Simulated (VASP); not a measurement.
# LiF (P6_3mc) in VASP: further runs

LiF is run at these levels: PBE; tasks: single point.

Program: VASP 6.6.1. These are calculated values, not measurements. Logs are shortened: lines on timing, memory, paths and dates and some standing lists are left out, and cuts for length are marked.

## Step 1: The cell of the first run

Symmetry: P6_3mc, No. 186, hexagonal system. The conventional cell has a = 2.949 Å, b = 2.949 Å, c = 4.625 Å, α = 90.00°, β = 90.00°, γ = 120.00°. Within 2.4 Å of Li (site symmetry 3m) lie 4 F at 1.78 to 1.79 Å. F (site symmetry 3m) has 4 Li at 1.78 to 1.79 Å within 2.4 Å.

## Step 2: Single point, PBE (volume 8.711 Å^3 an atom, c/a of the conventional cell 1.5681)

File INCAR:

```
SYSTEM = LiF
PREC = Accurate ; ENCUT = 520
EDIFF = 1E-6 ; ISMEAR = 0
SIGMA = 0.05 ; LREAL = .False.
LASPH = .True. ; NELM = 60
ALGO = Normal ; ISIF = 2
LWAVE = .False. ; LCHARG = .False.
GGA = PE ; NBANDS = 18
```

File KPOINTS:

```
regular mesh
0
Gamma
  9 9 6
  0 0 0
```

File POSCAR:

```
LiF
1.0
    2.9494245927      0.0000000000      0.0000000000
   -1.4747122963      2.5542766239      0.0000000000
    0.0000000000      0.0000000000      4.6251175930
Li F
2 2
Direct
    0.3333333333      0.6666666667      0.3810713234
    0.6666666667      0.3333333333      0.8810713234
    0.3333333333      0.6666666667      0.9939266766
    0.6666666667      0.3333333333      0.4939266766
```

Potentials or basis: VASP PAW PBE potentials, release 64 (Li_sv, F).

Run with:

```console
$ cat potpaw_PBE.64/Li_sv/POTCAR potpaw_PBE.64/F/POTCAR > POTCAR
$ mpirun -np 1 vasp_std > vasp.out
```

OUTCAR:

```text
SYSTEM = LiF
   PREC = Accurate
   ENCUT = 520
   EDIFF = 1E-6
   ISMEAR = 0
   LREAL = .False.
   LASPH = .True.
   NELM = 60
   ISIF = 2
   GGA = PE

 ion  position               nearest neighbor table
   1  0.333  0.667  0.381-   4 1.78   4 1.78   4 1.78   3 1.79
   2  0.667  0.333  0.881-   3 1.78   3 1.78   3 1.78   4 1.79
   3  0.333  0.667  0.994-   2 1.78   2 1.78   2 1.78   1 1.79
   4  0.667  0.333  0.494-   1 1.78   1 1.78   1 1.78   2 1.79

  LATTYP: Found a hexagonal cell.
 ALAT       =     2.9494245927
 C/A-ratio  =     1.5681423436

  Lattice vectors:

 A1 = (   2.9494245927,   0.0000000000,   0.0000000000)
 A2 = (  -1.4747122963,   2.5542766239,   0.0000000000)
 A3 = (   0.0000000000,   0.0000000000,   4.6251175930)

Analysis of symmetry for initial positions (statically):
=====================================================================
 Subroutine PRICEL returns:
 Original cell was already a primitive cell.

 Routine SETGRP: Setting up the symmetry group for a
 hexagonal supercell.

 Subroutine GETGRP returns: Found 12 space group operations
 (whereof  6 operations were pure point group operations)
 out of a pool of 24 trial point group operations.

The static configuration has the point symmetry C_3v.
 The point group associated with its full space group is C_6v.

Analysis of symmetry for dynamics (positions and initial velocities):
=====================================================================
 Subroutine PRICEL returns:
 Original cell was already a primitive cell.

 Routine SETGRP: Setting up the symmetry group for a
 hexagonal supercell.

 Subroutine GETGRP returns: Found 12 space group operations
 (whereof  6 operations were pure point group operations)
 out of a pool of 24 trial point group operations.

The dynamic configuration has the point symmetry C_3v.
 The point group associated with its full space group is C_6v.

 Subroutine INISYM returns: Found 12 space group operations
 (whereof  6 operations are pure point group operations),
 and found     1 'primitive' translations

----------------------------------------------------------------------------------------

                                     Primitive cell

  volume of cell :      34.8440

  direct lattice vectors                    reciprocal lattice vectors
     2.949424593  0.000000000  0.000000000     0.339049184  0.195750137  0.000000000
    -1.474712296  2.554276624  0.000000000     0.000000000  0.391500275  0.000000000
     0.000000000  0.000000000  4.625117593     0.000000000  0.000000000  0.216210719

  length of vectors
     2.949424593  2.949424593  4.625117593     0.391500275  0.391500275  0.216210719

  position of ions in fractional coordinates (direct lattice)
     0.333333333  0.666666667  0.381071323
     0.666666667  0.333333333  0.881071323
     0.333333333  0.666666667  0.993926677
     0.666666667  0.333333333  0.493926677

  ion indices of the primitive-cell ions
   primitive index   ion index
                 1           1
                 2           2
                 3           3
                 4           4

----------------------------------------------------------------------------------------

 KPOINTS: regular mesh

Automatic generation of k-mesh.
 Grid dimensions read from file:
 generate k-points for:    9    9    6

 Generating k-lattice:

  Cartesian coordinates                     Fractional coordinates (reciprocal lattice)
     0.037672132  0.021750015  0.000000000     0.111111111 -0.000000000  0.000000000
     0.000000000  0.043500031  0.000000000     0.000000000  0.111111111  0.000000000
     0.000000000  0.000000000  0.036035120     0.000000000  0.000000000  0.166666667

  Length of vectors
     0.043500031  0.043500031  0.036035120

  Shift w.r.t. Gamma in fractional coordinates (k-lattice)
     0.000000000  0.000000000  0.000000000

 Subroutine IBZKPT returns following result:
 ===========================================

 Found     48 irreducible k-points:

 Following reciprocal coordinates:
            Coordinates               Weight
  0.000000  0.000000  0.000000      1.000000
  0.111111  0.000000  0.000000      6.000000
  0.222222  0.000000  0.000000      6.000000
  0.333333  0.000000  0.000000      6.000000
  0.444444  0.000000  0.000000      6.000000
  0.111111  0.111111  0.000000      6.000000
[... 16 lines left out ...]
  0.333333  0.222222  0.166667     24.000000
  0.333333  0.333333  0.166667      4.000000
 [... further k-points ...]
   k-points           NKPTS =     48   k-points in BZ     NKDIM =     48   number of bands    NBANDS=     18
   number of dos      NEDOS =    301   number of ions     NIONS =      4
   total plane-waves  NPLWV =  20736
   dimension x,y,z NGX =    24 NGY =   24 NGZ =   36
   dimension x,y,z NGXF=    48 NGYF=   48 NGZF=   72
   ions per type =               2   2
   NGX,Y,Z   is equivalent  to a cutoff of  13.53, 13.53, 12.94 a.u.
   NGXF,Y,Z  is equivalent  to a cutoff of  27.06, 27.06, 25.88 a.u.
 SYSTEM =  LiF
   PREC   = accura    normal or accurate (medium, high low for compatibility)
   ISTART =      0    job   : 0-new  1-cont  2-samecut
   ICHARG =      2    charge: 1-file 2-atom 10-const
   ISPIN  =      1    spin polarized calculation?
   LNONCOLLINEAR =      F non collinear calculations
   LSORBIT =      F    spin-orbit coupling
   LASPH  =      T    aspherical Exc in radial PAW
   ENCUT  =  520.0 eV  38.22 Ry    6.18 a.u.   5.48  5.48  8.60*2*pi/ulx,y,z
   NELM   =     60;   NELMIN=  2; NELMDL= -5     # of ELM steps
   EDIFF  = 0.1E-05   stopping-criterion for ELM
   LREAL  =      F    real-space projection
   EDIFFG = 0.1E-04   stopping-criterion for IOM
   NSW    =      0    number of steps for IOM
   IBRION =     -1    ionic relax: 0-MD 1-quasi-New 2-CG
   NFREE  =      0    steps in history (QN), initial steepest desc. (CG)
   ISIF   =      2    stress and relaxation
   ISYM   =      2    0-nonsym 1-usesym 2-fastsym
   POTIM  = 0.5000    time-step for ionic-motion
   TEBEG  =    0.0;   TEEND  =   0.0 temperature during run
   PSTRESS=    0.0 pullay stress
   NELECT =      20.0000    total number of electrons
   NUPDOWN=      -1.0000    fix difference up-down
   EMIN   =  10.00;   EMAX   =-10.00  energy-range for DOS
   EFERMI =   0.00;   METHOD = LEGACY
   ISMEAR =     0;   SIGMA  =   0.05  broadening in eV -4-tet -1-fermi 0-gaus
   EFERMI_NEDOS =   21; number of points for ismear=-14 and -15
   IALGO  =     38    algorithm
   IMIX   =      4    mixing-type and parameters
     AMIX     =   0.40;   BMIX     =  1.00
     AMIX_MAG =   1.60;   BMIX_MAG =  1.00
  volume/ion in A,a.u.               =       8.71        58.78
  Fermi-wavevector in a.u.,A,eV,Ry     =   1.360532  2.571033 25.185036  1.851048
  Thomas-Fermi vector in A             =   2.487186
   LORBIT       =      0    0 simple, 1 ext, 2 COOP (PROOUT), +10 PAW based schemes
   GGA     = PE    functional components
   LHFCALC =     F    Hartree Fock is set to
   AEXX    =    0.0000 exact exchange contribution
   IVDW    =     0    specifies the selected vdW correction
   LEPSILON=     F    determine dielectric tensor
   LRPA    =     F    only Hartree local field effects (RPA)
 non-spin polarized calculation
 Gauss-broadening in eV      SIGMA  =   0.05
  energy-cutoff  :      520.00
  volume of cell :       34.84
 maximum number of plane-waves:       965
 NGX is ok and might be reduce to    24
   NGX = 11   NGY = 11   NGZ = 17

 number of electron      19.9999998 magnetization

 Free energy of the ion-electron system (eV)
  ---------------------------------------------------
  ext. energy  EPLUGINS =         0.00000000
  ---------------------------------------------------
  free energy    TOTEN  =       -19.05608972 eV

  energy without entropy =      -19.05608972  energy(sigma->0) =      -19.05608972

 E-fermi :  -1.4593     XC(G=0):  -9.4273

 val. band max:       -1.8015483696   @ k =   0.0000   0.0000   0.0000
 cond. band min:       6.7522928843   @ k =   0.0000   0.0000   0.0000
 fundamental gap:      8.5538412539
 Fermi energy:        -1.4593226908

 k-point     1 :       0.0000    0.0000    0.0000
  band No.  band energies     occupation
      1     -41.9340      2.00000
      2     -41.8608      2.00000
      3     -21.4750      2.00000
      4     -21.1847      2.00000
      5      -4.3759      2.00000
      6      -2.3571      2.00000
[... 10 lines left out ...]
     17      19.1173      0.00000
     18      19.8064      0.00000

 k-point     2 :       0.1111    0.0000    0.0000
  band No.  band energies     occupation
      1     -41.9272      2.00000
      2     -41.8581      2.00000
      3     -21.4558      2.00000
      4     -21.1807      2.00000
      5      -4.3070      2.00000
      6      -2.5087      2.00000
[... 10 lines left out ...]
     17      19.3315      0.00000
     18      19.8371      0.00000

 k-point     3 :       0.2222    0.0000    0.0000
  band No.  band energies     occupation
      1     -41.9095      2.00000
      2     -41.8518      2.00000
      3     -21.4047      2.00000
      4     -21.1736      2.00000
      5      -4.1331      2.00000
      6      -2.9378      2.00000
[... 10 lines left out ...]
     17      19.3572      0.00000
     18      19.7756      0.00000

 k-point     4 :       0.3333    0.0000    0.0000
  band No.  band energies     occupation
      1     -41.8878      2.00000
      2     -41.8463      2.00000
      3     -21.3374      2.00000
      4     -21.1731      2.00000
      5      -4.0384      2.00000
      6      -3.2911      2.00000
[... 375 lines left out ...]
      4     -21.1851      2.00000
      5      -3.8356      2.00000
      6      -3.7255      2.00000
[... 10 lines left out ...]
     17      19.5220      0.00000
     18      20.7072      0.00000

 k-point    23 :       0.3333    0.2222    0.1667
  band No.  band energies     occupation
      1     -41.8612      2.00000
      2     -41.8472      2.00000
      3     -21.2487      2.00000
      4     -21.1958      2.00000
      5      -4.1370      2.00000
      6      -3.4737      2.00000
[... 10 lines left out ...]
     17      18.7707      0.00000
     18      21.0895      0.00000

 k-point    24 :       0.3333    0.3333    0.1667
  band No.  band energies     occupation
      1     -41.8518      2.00000
      2     -41.8518      2.00000
      3     -21.2154      2.00000
      4     -21.2154      2.00000
      5      -4.2106      2.00000
      6      -3.2416      2.00000
[... 10 lines left out ...]
     17      17.9635      0.00000
     18      21.1505      0.00000

 [... further k-points ...]
[... 5 lines left out ...]
  --------------------------------------------------------------------------------------
  -------------------------------------------------------------------------------------
  Total        2.8868689      2.8868689      2.7029185      0.0000000      0.0000000      0.0000000
  in kB      132.7423926    132.7423926    124.2840888      0.0000000      0.0000000      0.0000000
  external PRESSURE =     129.9229580 kB  Pullay stress =       0.0000000 kB

 VOLUME and BASIS-vectors are now :
 -----------------------------------------------------------------------------
  energy-cutoff  :      520.00
  volume of cell :       34.84
      direct lattice vectors                 reciprocal lattice vectors
     2.949424593  0.000000000  0.000000000     0.339049184  0.195750137  0.000000000
    -1.474712296  2.554276624  0.000000000     0.000000000  0.391500275  0.000000000
     0.000000000  0.000000000  4.625117593     0.000000000  0.000000000  0.216210719

 POSITION                                       TOTAL-FORCE (eV/Angst)
 -----------------------------------------------------------------------------------
     -0.00000      1.70285      1.76250         0.000000      0.000000      0.029155
      1.47471      0.85143      4.07506         0.000000     -0.000000      0.029155
     -0.00000      1.70285      4.59703         0.000000     -0.000000     -0.029155
      1.47471      0.85143      2.28447        -0.000000      0.000000     -0.029155
 -----------------------------------------------------------------------------------
    total drift:                                0.000000      0.000000     -0.002338

  FREE ENERGIE OF THE ION-ELECTRON SYSTEM (eV)
  ---------------------------------------------------
  free  energy   TOTEN  =       -19.0560897246 eV

  energy  without entropy=      -19.0560897246  energy(sigma->0) =      -19.05608972
```

Run time: 57 s. Hardware: 1 thread of AMD EPYC 7R13, shared host; peak memory 0.13 GiB.

What came out:

```
Free energy            : -19.0561 eV
Largest force          : 0.029 eV/Å
Band gap on the k mesh : 8.55 eV, direct
```

Forces in eV/Å, atoms in the order of the input:
```
Li   0.000  0.000  0.029
Li   0.000  0.000  0.029
F    0.000  0.000 -0.029
F    0.000  0.000 -0.029
```

Levels at points of the mesh, in eV from the valence-band top:
```
           k point  band 8  band 9  band 10  band 11  band 12  band 13
(0.00, 0.00, 0.00)   -0.17   -0.17     0.00     8.55    12.98    16.63
(0.00, 0.00, 0.50)   -0.37   -0.37    -0.37    10.33    10.33    18.84
```

Caveat: the cutoff is under 1.25 times the usual one of these potentials, so pressure, stress and relaxed cells hold a basis-set (Pulay) error. A k mesh can miss the band edges.

## Step 3: Single point, PBE (volume 8.711 Å^3 an atom, c/a of the conventional cell 1.4764)

File INCAR:

```
ALGO = Normal
EDIFF = 1E-7
ENCUT = 520
GGA = PE
ISIF = 2
ISMEAR = 0
LASPH = T
LCHARG = T
LELF = T
LREAL = F
LVHAR = T
LWAVE = F
NBANDS = 18
NELM = 60
PREC = Accurate
SIGMA = 0.05
```

File KPOINTS:

```
k-points
0
Gamma
  9 9 6
```

File POSCAR:

```
LiF
1.0
    3.0092927970      0.0000000000      0.0000000000
   -1.5046463985      2.6061240097      0.0000000000
    0.0000000000      0.0000000000      4.4429198855
Li F
2 2
Direct
    0.3333333333      0.6666666667      0.3810713234
    0.6666666667      0.3333333333      0.8810713234
    0.3333333333      0.6666666667      0.9939266766
    0.6666666667      0.3333333333      0.4939266766
```

Potentials or basis: VASP PAW PBE potentials, release 64 (Li_sv, F).

Run with:

```console
$ cat potpaw_PBE.64/Li_sv/POTCAR potpaw_PBE.64/F/POTCAR > POTCAR
$ mpirun -np 1 vasp_std > vasp.out
```

OUTCAR:

```text
EDIFF = 1E-7
   ENCUT = 520
   GGA = PE
   ISIF = 2
   ISMEAR = 0
   LASPH = T
   LREAL = F
   NELM = 60
   PREC = Accurate

 ion  position               nearest neighbor table
   1  0.333  0.667  0.381-   3 1.72   4 1.81   4 1.81   4 1.81
   2  0.667  0.333  0.881-   4 1.72   3 1.81   3 1.81   3 1.81
   3  0.333  0.667  0.994-   1 1.72   2 1.81   2 1.81   2 1.81
   4  0.667  0.333  0.494-   2 1.72   1 1.81   1 1.81   1 1.81

  LATTYP: Found a hexagonal cell.
[... 687 lines left out ...]
      6      -3.2914      2.00000
[... 10 lines left out ...]
     17      18.1107      0.00000
     18      21.0104      0.00000

 [... further k-points ...]
[... 5 lines left out ...]
  --------------------------------------------------------------------------------------
  -------------------------------------------------------------------------------------
  Total        2.2213508      2.2213508      4.1875326      0.0000000     -0.0000000      0.0000000
  in kB      102.1409099    102.1409099    192.5487851      0.0000000     -0.0000000      0.0000000
  external PRESSURE =     132.2768683 kB  Pullay stress =       0.0000000 kB

 VOLUME and BASIS-vectors are now :
 -----------------------------------------------------------------------------
  energy-cutoff  :      520.00
  volume of cell :       34.84
      direct lattice vectors                 reciprocal lattice vectors
     3.009292797  0.000000000  0.000000000     0.332303989  0.191855797  0.000000000
    -1.504646399  2.606124010  0.000000000     0.000000000  0.383711595  0.000000000
     0.000000000  0.000000000  4.442919886     0.000000000  0.000000000  0.225077207

 POSITION                                       TOTAL-FORCE (eV/Angst)
 -----------------------------------------------------------------------------------
     -0.00000      1.73742      1.69307         0.000000      0.000000      0.530274
      1.50465      0.86871      3.91453        -0.000000      0.000000      0.530274
     -0.00000      1.73742      4.41594        -0.000000     -0.000000     -0.530274
      1.50465      0.86871      2.19448         0.000000      0.000000     -0.530274
 -----------------------------------------------------------------------------------
    total drift:                                0.000000      0.000000      0.005703

  FREE ENERGIE OF THE ION-ELECTRON SYSTEM (eV)
  ---------------------------------------------------
  free  energy   TOTEN  =       -19.0211965497 eV

  energy  without entropy=      -19.0211965497  energy(sigma->0) =      -19.02119655
```

Run time: 62 s. Hardware: 1 thread of AMD EPYC 7R13, shared host; peak memory 0.13 GiB.

Results:

- Free energy: -19.0212 eV
- Largest force: 0.530 eV/Å
- Band gap on the k mesh: 8.47 eV, direct

Forces in eV/Å, atoms in the order of the input:
```
Li   0.000  0.000  0.530
Li   0.000  0.000  0.530
F    0.000  0.000 -0.530
F    0.000  0.000 -0.530
```

Caveat: the cutoff is under 1.25 times the usual one of these potentials, so pressure, stress and relaxed cells hold a basis-set (Pulay) error.

## Step 4: Single point, PBE (volume 8.711 Å^3 an atom, c/a of the conventional cell 1.3900)

File INCAR:

```
ALGO = Normal
EDIFF = 1E-6
ENCUT = 520
GGA = PE
ISIF = 2
ISMEAR = 0
LASPH = T
LCHARG = F
LREAL = F
LWAVE = F
NBANDS = 18
NELM = 80
PREC = Accurate
SIGMA = 0.05
```

KPOINTS is that of step 3.

File POSCAR:

```
LiF
1.0
    3.0703945820      0.0000000000      0.0000000000
   -1.5351972910      2.6590397077      0.0000000000
    0.0000000000      0.0000000000      4.2678484690
Li F
2 2
Direct
    0.3333333333      0.6666666667      0.3810713234
    0.6666666667      0.3333333333      0.8810713234
    0.3333333333      0.6666666667      0.9939266766
    0.6666666667      0.3333333333      0.4939266766
```

Run with:

```console
$ cat potpaw_PBE.64/Li_sv/POTCAR potpaw_PBE.64/F/POTCAR > POTCAR
$ mpirun -np 1 vasp_std > vasp.out
```

It took 39 s on 1 thread of AMD EPYC 7R13, shared host; peak memory 0.12 GiB.

It converged, with:

```yaml
Free_energy: -18.8940 eV
Largest_force: 1.202 eV/Å
Band_gap_on_the_k_mesh: 8.38 eV, direct
```

Forces on the atoms (eV/Å):
```
Li   0.000  0.000  1.202
Li   0.000  0.000  1.202
F    0.000  0.000 -1.202
F    0.000  0.000 -1.202
```

Levels at points of the mesh, in eV from the valence-band top:
```csv
k point,band 7,band 8,band 9,band 10,band 11,band 12,band 13,band 14
"(0.00, 0.00, 0.00)",-0.89,-0.29,-0.29,0.00,8.38,13.64,17.21,18.50
"(0.00, 0.00, 0.50)",-0.59,-0.59,-0.59,-0.59,10.34,10.34,18.78,18.78
```

Caveat: the cutoff is under 1.25 times the usual one of these potentials, so pressure, stress and relaxed cells hold a basis-set (Pulay) error; forces of over 1 eV/Å act on the atoms, so gaps and moduli don't describe the material at rest. A k mesh can miss the band edges.

## Step 5: Overview

```csv
cell,gap on the mesh (eV),largest force (eV/Å)
"a = 2.949, b = 2.949, c = 4.625 Å, angles 90.0, 90.0, 120.0°, 4 atoms",8.55,0.03
"a = 3.009, b = 3.009, c = 4.443 Å, angles 90.0, 90.0, 120.0°, 4 atoms",8.47,0.53
"a = 3.070, b = 3.070, c = 4.268 Å, angles 90.0, 90.0, 120.0°, 4 atoms",8.38,1.20
```

Alike in all rows: task single point; level PBE; potentials or basis VASP PAW PBE potentials, release 64 (Li_sv, F); no spin polarisation; k mesh 9 × 9 × 6; cutoff (eV) 520; smearing gaussian 0.05 eV.

Caveats: the cutoff is under 1.25 times the usual one of these potentials, so pressure, stress and relaxed cells hold a basis-set (Pulay) error; forces of over 1 eV/Å act on the atoms, so gaps and moduli don't describe the material at rest (some runs).

Total energies depend on the potentials used, so only differences within one code and one set of settings carry meaning.
